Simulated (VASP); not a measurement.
Input of a VASP 6.6.1 run:

File INCAR:

```
  AGGAC = 1.0
  AGGAX = 1.0
  ALDAC = 0.0
  ALDAX = 1.0
  ALGO = Normal
  EDIFF = 1E-6
  ENCUT = 500
  GGA = B5
  GGA_COMPAT = False
  ISIF = 2
  ISMEAR = -1
  ISPIN = 2
  LASPH = True
  LCHARG = False
  LMAXMIX = 4
  LORBIT = 11
  LREAL = False
  LWAVE = False
  MAGMOM = 0.5 0.5
  NBANDS = 21
  NELM = 200
  PREC = Accurate
  SIGMA = 0.05
```

The input KPOINTS:

```
k-points
0
Gamma
  10 10 10
```

Contents of POSCAR:

```
Pd
1.0
    0.0000000000      2.9648909269      2.9648909269
    2.9648909269      0.0000000000      2.9648909269
    2.9648909269      2.9648909269      0.0000000000
Pd
2
Direct
    0.1250000000      0.1250000000      0.1250000000
    0.8750000000      0.8750000000      0.8750000000
```

Potentials or basis: VASP PAW PBE potentials, release 64 (Pd).

Command:

```bash
$ cat potpaw_PBE.64/Pd/POTCAR > POTCAR
$ mpirun -np 1 vasp_std > vasp.out
```

Question: Estimate the net moment.

Answer: 0.88 μB per cell.

Question: Predict the site moments.

Answer: Pd +0.43 μB.

Question: Predict the pressure.

Answer: 0.1 GPa.

Caveat: the PAW data sets were made with another functional, which shifts forces and pressure a little.
